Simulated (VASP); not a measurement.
# HfMoC2 (Pmmm) in VASP: single point with PBE

Aim: the single point of HfMoC2 with PBE.

Everything below comes from runs of VASP 6.6.1. Logs are shortened: lines on timing, memory, paths and dates and some standing lists are left out, and cuts for length are marked.

## (1) The cell of the first run

Symmetry: Pmmm, No. 47, orthorhombic system. The conventional cell has a = 2.992 Å, b = 3.087 Å, c = 7.124 Å, α = 90.00°, β = 90.00°, γ = 90.00°. Within 3.1 Å of Hf (site symmetry mmm) lie 2 C at 2.17 Å and 4 Hf at 2.99 to 3.09 Å. Mo (site symmetry mmm) has 4 C at 2.04 Å within 2.7 Å. C (site symmetry mm2) has 2 Mo at 2.04 Å and 1 Hf at 2.17 Å and 1 C at 2.78 Å within 2.8 Å.

## (2) Single point, PBE

Contents of POSCAR:

```
HfMoC2
1.0
    2.9922859993      0.0000000000      0.0000000000
    0.0000000000      3.0872707757      0.0000000000
    0.0000000000      0.0000000000      7.1238489142
Hf Mo C
1 1 2
Direct
    0.5000000000      0.5000000000      0.0000000000
    0.0000000000      0.5000000000      0.5000000000
    0.5000000000      0.5000000000      0.3048507638
    0.5000000000      0.5000000000      0.6951492362
```

Contents of INCAR.step1:

```
PREC = Accurate
ENCUT = 520
EDIFF = 1E-6
ISMEAR = 0
SIGMA = 0.1
LREAL = F
LASPH = T
NELM = 120
ALGO = Normal
ISIF = 2
LWAVE = F
LCHARG = T
LMAXMIX = 4
GGA = PE
NBANDS = 24
GGA_COMPAT = F
NEDOS = 2001
LORBIT = 11
```

Contents of KPOINTS.step1:

```
Automatic mesh
0
Gamma
  16 16 8
```

Contents of INCAR.step2:

```
PREC = Accurate
ENCUT = 520
EDIFF = 1E-6
ISMEAR = -5
SIGMA = 0.1
LREAL = F
LASPH = T
NELM = 120
ALGO = Normal
ISIF = 2
LWAVE = F
LCHARG = F
LMAXMIX = 4
GGA = PE
LORBIT = 11
NBANDS = 24
NEDOS = 2001
ICHARG = 11
GGA_COMPAT = F
```

Contents of KPOINTS.step2:

```
Automatic mesh
0
Gamma
  24 24 12
```

Potentials or basis: VASP PAW PBE potentials, release 64 (Hf_pv, Mo_sv, C).

Command:

```
$ cat potpaw_PBE.64/Hf_pv/POTCAR potpaw_PBE.64/Mo_sv/POTCAR potpaw_PBE.64/C/POTCAR > POTCAR
$ cp INCAR.step1 INCAR
$ cp KPOINTS.step1 KPOINTS
$ mpirun -np 1 vasp_std > vasp.out
$ cp INCAR.step2 INCAR
$ cp KPOINTS.step2 KPOINTS
$ mpirun -np 1 vasp_std > vasp.out
```

OUTCAR:

```text
PREC = Accurate
   ENCUT = 520
   EDIFF = 1E-6
   ISMEAR = -5
   LREAL = F
   LASPH = T
   NELM = 120
   ISIF = 2
   GGA = PE
   LORBIT = 11
   ICHARG = 11

 ion  position               nearest neighbor table
   1  0.500  0.500  0.000-   3 2.17   4 2.17
   2  0.000  0.500  0.500-   3 2.04   4 2.04   3 2.04   4 2.04
   3  0.500  0.500  0.305-   2 2.04   2 2.04   1 2.17
   4  0.500  0.500  0.695-   2 2.04   2 2.04   1 2.17

  LATTYP: Found a simple orthorhombic cell.
 ALAT       =     2.9922859993
 B/A-ratio  =     1.0317432145
 C/A-ratio  =     2.3807379762

  Lattice vectors:

 A1 = (   2.9922859993,   0.0000000000,   0.0000000000)
 A2 = (   0.0000000000,   3.0872707757,   0.0000000000)
 A3 = (   0.0000000000,   0.0000000000,   7.1238489142)

Analysis of symmetry for initial positions (statically):
=====================================================================
 Subroutine PRICEL returns:
 Original cell was already a primitive cell.

 Routine SETGRP: Setting up the symmetry group for a
 simple orthorhombic supercell.

 Subroutine GETGRP returns: Found  8 space group operations
 (whereof  8 operations were pure point group operations)
 out of a pool of  8 trial point group operations.

The static configuration has the point symmetry D_2h.

Analysis of symmetry for dynamics (positions and initial velocities):
=====================================================================
 Subroutine PRICEL returns:
 Original cell was already a primitive cell.

 Routine SETGRP: Setting up the symmetry group for a
 simple orthorhombic supercell.

 Subroutine GETGRP returns: Found  8 space group operations
 (whereof  8 operations were pure point group operations)
 out of a pool of  8 trial point group operations.

The dynamic configuration has the point symmetry D_2h.

 Subroutine INISYM returns: Found  8 space group operations
 (whereof  8 operations are pure point group operations),
 and found     1 'primitive' translations

----------------------------------------------------------------------------------------

                                     Primitive cell

  volume of cell :      65.8101

  direct lattice vectors                    reciprocal lattice vectors
     2.992285999  0.000000000  0.000000000     0.334192654  0.000000000  0.000000000
     0.000000000  3.087270776  0.000000000     0.000000000  0.323910688  0.000000000
     0.000000000  0.000000000  7.123848914     0.000000000  0.000000000  0.140373555

  length of vectors
     2.992285999  3.087270776  7.123848914     0.334192654  0.323910688  0.140373555

  position of ions in fractional coordinates (direct lattice)
     0.500000000  0.500000000  0.000000000
     0.000000000  0.500000000  0.500000000
     0.500000000  0.500000000  0.304850764
     0.500000000  0.500000000  0.695149236

  ion indices of the primitive-cell ions
   primitive index   ion index
                 1           1
                 2           2
                 3           3
                 4           4

----------------------------------------------------------------------------------------

 KPOINTS: Automatic mesh

Automatic generation of k-mesh.
 Grid dimensions read from file:
 generate k-points for:   24   24   12

 Generating k-lattice:

  Cartesian coordinates                     Fractional coordinates (reciprocal lattice)
     0.013924694  0.000000000  0.000000000     0.041666667  0.000000000  0.000000000
     0.000000000  0.013496279  0.000000000     0.000000000  0.041666667  0.000000000
     0.000000000  0.000000000  0.011697796     0.000000000  0.000000000  0.083333333

  Length of vectors
     0.013924694  0.013496279  0.011697796

  Shift w.r.t. Gamma in fractional coordinates (k-lattice)
     0.000000000  0.000000000  0.000000000

 TETIRR: Found  20736 inequivalent tetrahedra from    41472

 Subroutine IBZKPT returns following result:
 ===========================================

 Found   1183 irreducible k-points:

 Following reciprocal coordinates:
            Coordinates               Weight
  0.000000  0.000000  0.000000      1.000000
  0.041667  0.000000  0.000000      2.000000
  0.083333  0.000000  0.000000      2.000000
  0.125000  0.000000  0.000000      2.000000
  0.166667  0.000000  0.000000      2.000000
  0.208333  0.000000  0.000000      2.000000
[... 16 lines left out ...]
  0.375000  0.041667  0.000000      4.000000
  0.416667  0.041667  0.000000      4.000000
 [... further k-points ...]
   k-points           NKPTS =   1183   k-points in BZ     NKDIM =   1183   number of bands    NBANDS=     24
   number of dos      NEDOS =   2001   number of ions     NIONS =      4
   total plane-waves  NPLWV =  31104
   dimension x,y,z NGX =    24 NGY =   24 NGZ =   54
   dimension x,y,z NGXF=    48 NGYF=   48 NGZF=  108
   ions per type =               1   1   2
   NGX,Y,Z   is equivalent  to a cutoff of  13.33, 12.92, 12.60 a.u.
   NGXF,Y,Z  is equivalent  to a cutoff of  26.67, 25.85, 25.20 a.u.
 SYSTEM =  unknown system
   PREC   = accura    normal or accurate (medium, high low for compatibility)
   ISTART =      0    job   : 0-new  1-cont  2-samecut
   ICHARG =     11    charge: 1-file 2-atom 10-const
   ISPIN  =      1    spin polarized calculation?
   LNONCOLLINEAR =      F non collinear calculations
   LSORBIT =      F    spin-orbit coupling
   LASPH  =      T    aspherical Exc in radial PAW
   ENCUT  =  520.0 eV  38.22 Ry    6.18 a.u.   5.56  5.74 13.25*2*pi/ulx,y,z
   NELM   =    120;   NELMIN=  2; NELMDL=  0     # of ELM steps
   EDIFF  = 0.1E-05   stopping-criterion for ELM
   LREAL  =      F    real-space projection
   EDIFFG = 0.1E-04   stopping-criterion for IOM
   NSW    =      0    number of steps for IOM
   IBRION =     -1    ionic relax: 0-MD 1-quasi-New 2-CG
   NFREE  =      0    steps in history (QN), initial steepest desc. (CG)
   ISIF   =      2    stress and relaxation
   ISYM   =      2    0-nonsym 1-usesym 2-fastsym
   POTIM  = 0.5000    time-step for ionic-motion
   TEBEG  =    0.0;   TEEND  =   0.0 temperature during run
   PSTRESS=    0.0 pullay stress
   NELECT =      32.0000    total number of electrons
   NUPDOWN=      -1.0000    fix difference up-down
   EMIN   =  10.00;   EMAX   =-10.00  energy-range for DOS
   EFERMI =   0.00;   METHOD = LEGACY
   ISMEAR =    -5;   SIGMA  =   0.10  broadening in eV -4-tet -1-fermi 0-gaus
   EFERMI_NEDOS =   21; number of points for ismear=-14 and -15
   IALGO  =     38    algorithm
   IMIX   =      4    mixing-type and parameters
     AMIX     =   0.40;   BMIX     =  1.00
     AMIX_MAG =   1.60;   BMIX_MAG =  1.00
  volume/ion in A,a.u.               =      16.45       111.03
  Fermi-wavevector in a.u.,A,eV,Ry     =   1.287342  2.432724 22.548252  1.657250
  Thomas-Fermi vector in A             =   2.419362
   LORBIT       =     11    0 simple, 1 ext, 2 COOP (PROOUT), +10 PAW based schemes
   GGA     = PE    functional components
   LHFCALC =     F    Hartree Fock is set to
   AEXX    =    0.0000 exact exchange contribution
   IVDW    =     0    specifies the selected vdW correction
   LEPSILON=     F    determine dielectric tensor
   LRPA    =     F    only Hartree local field effects (RPA)
 non-spin polarized calculation
 Fermi weights with tetrahedron method with Bloechl corrections
  energy-cutoff  :      520.00
  volume of cell :       65.81
 maximum number of plane-waves:      1803
 NGX is ok and might be reduce to    24

 number of electron      31.9999999 magnetization

 Free energy of the ion-electron system (eV)
  ---------------------------------------------------
  ext. energy  EPLUGINS =         0.00000000
  ---------------------------------------------------
  free energy    TOTEN  =       -33.45317700 eV

  energy without entropy =      -33.45317700  energy(sigma->0) =      -33.45317700

 E-fermi :   4.8447     XC(G=0): -10.8188

 val. band max:        4.8851044905   @ k =   0.4583   0.1667   0.0000
 cond. band min:       4.8150197620   @ k =   0.1667   0.0000   0.1667
 fundamental gap:     -0.0700847285
 Fermi energy:         4.8446969897

 k-point     1 :       0.0000    0.0000    0.0000
  band No.  band energies     occupation
      1     -56.2366      2.00000
      2     -30.3472      2.00000
      3     -30.2513      2.00000
      4     -30.1216      2.00000
      5     -25.5834      2.00000
      6     -25.4025      2.00000
[... 16 lines left out ...]
     23      10.6862      0.00000
     24      11.3853      0.00000

 k-point     2 :       0.0417    0.0000    0.0000
  band No.  band energies     occupation
      1     -56.2359      2.00000
      2     -30.3459      2.00000
      3     -30.2603      2.00000
      4     -30.1210      2.00000
      5     -25.5821      2.00000
      6     -25.4014      2.00000
[... 16 lines left out ...]
     23      10.6081      0.00000
     24      11.3683      0.00000

 k-point     3 :       0.0833    0.0000    0.0000
  band No.  band energies     occupation
      1     -56.2337      2.00000
      2     -30.3420      2.00000
      3     -30.2868      2.00000
      4     -30.1190      2.00000
      5     -25.5781      2.00000
      6     -25.3982      2.00000
[... 16 lines left out ...]
     23      10.3910      0.00000
     24      11.3178      0.00000
[... 514 lines left out ...]
 k-point    23 :       0.3750    0.0417    0.0000
  band No.  band energies     occupation
      1     -56.1985      2.00000
      2     -30.6907      2.00000
      3     -30.2790      2.00000
      4     -30.0922      2.00000
      5     -25.9105      2.00000
      6     -25.5144      2.00000
[... 16 lines left out ...]
     23       9.0961      0.00000
     24      10.6927      0.00000

 k-point    24 :       0.4167    0.0417    0.0000
  band No.  band energies     occupation
      1     -56.1950      2.00000
      2     -30.7302      2.00000
      3     -30.2727      2.00000
      4     -30.0890      2.00000
      5     -25.9641      2.00000
      6     -25.5080      2.00000
[... 16 lines left out ...]
     23       9.2307      0.00000
     24      10.6651      0.00000

 [... further k-points ...]
[... 5 lines left out ...]
  --------------------------------------------------------------------------------------
  -------------------------------------------------------------------------------------
  Total        0.0067229     -0.1396170      0.2060539      0.0000000      0.0000000      0.0000000
  in kB        0.1636726     -3.3990415      5.0164782      0.0000000      0.0000000      0.0000000
  external PRESSURE =       0.5937031 kB  Pullay stress =       0.0000000 kB

 VOLUME and BASIS-vectors are now :
 -----------------------------------------------------------------------------
  energy-cutoff  :      520.00
  volume of cell :       65.81
      direct lattice vectors                 reciprocal lattice vectors
     2.992285999  0.000000000  0.000000000     0.334192654  0.000000000  0.000000000
     0.000000000  3.087270776  0.000000000     0.000000000  0.323910688  0.000000000
     0.000000000  0.000000000  7.123848914     0.000000000  0.000000000  0.140373555

 POSITION                                       TOTAL-FORCE (eV/Angst)
 -----------------------------------------------------------------------------------
      1.49614      1.54364      0.00000         0.000000      0.000000      0.000000
      0.00000      1.54364      3.56192         0.000000      0.000000      0.000000
      1.49614      1.54364      2.17171         0.000000      0.000000     -0.004256
      1.49614      1.54364      4.95214         0.000000      0.000000      0.004256
 -----------------------------------------------------------------------------------
    total drift:                               -0.000000     -0.000000      0.000000

  FREE ENERGIE OF THE ION-ELECTRON SYSTEM (eV)
  ---------------------------------------------------
  free  energy   TOTEN  =       -33.4531770028 eV

  energy  without entropy=      -33.4531770028  energy(sigma->0) =      -33.45317700

 total charge

# of ion       s       p       d       tot
------------------------------------------
    1        0.426   6.357   1.593   8.376
    2        2.351   6.232   3.929  12.511
    3        0.957   1.378   0.000   2.336
    4        0.957   1.378   0.000   2.336
--------------------------------------------------
tot          4.692  15.345   5.522  25.559
```

Wall time 31 min (1 thread of Intel Xeon 8259CL, shared host); peak memory 1.8 GiB.

What came out:

| Property | Result |
| --- | --- |
| Valence electrons inside the program's atomic spheres | Hf 8.38; Mo 12.51; C 2.34 |

Levels at points of the mesh, in eV from the Fermi level:
| k point | band 12 | band 13 | band 14 | band 15 | band 16 | band 17 | band 18 | band 19 | band 20 | band 21 |
| --- | --- | --- | --- | --- | --- | --- | --- | --- | --- | --- |
| (0.00, 0.00, 0.00) | -3.28 | -2.65 | -1.18 | -0.75 | 0.19 | 0.34 | 1.15 | 1.28 | 1.70 | 3.10 |
| (0.50, 0.00, 0.00) | -2.79 | -1.83 | -1.67 | -1.61 | -0.84 | 1.07 | 1.28 | 2.42 | 2.83 | 2.84 |
| (0.00, 0.50, 0.00) | -3.32 | -3.27 | -1.19 | 0.28 | 0.40 | 0.48 | 0.86 | 1.67 | 2.12 | 3.41 |
| (0.50, 0.50, 0.00) | -2.09 | -2.06 | -1.92 | -1.67 | -1.08 | -0.90 | 2.15 | 2.52 | 3.38 | 3.47 |
| (0.00, 0.00, 0.50) | -3.42 | -2.64 | -1.36 | -1.00 | -0.73 | 0.49 | 0.66 | 1.69 | 1.70 | 4.62 |
| (0.50, 0.00, 0.50) | -2.22 | -1.83 | -1.74 | -0.84 | -0.82 | 1.06 | 1.25 | 2.02 | 2.86 | 3.09 |
| (0.00, 0.50, 0.50) | -3.78 | -3.20 | -1.55 | -0.84 | 0.40 | 1.07 | 1.26 | 1.38 | 1.65 | 3.41 |
| (0.50, 0.50, 0.50) | -3.31 | -1.83 | -1.03 | -1.02 | -0.63 | -0.08 | 0.20 | 1.66 | 2.54 | 4.49 |

Caveat: spin-orbit coupling is left out, which moves the levels of the heavy elements; tetrahedron occupations give inexact forces and stress in metals.
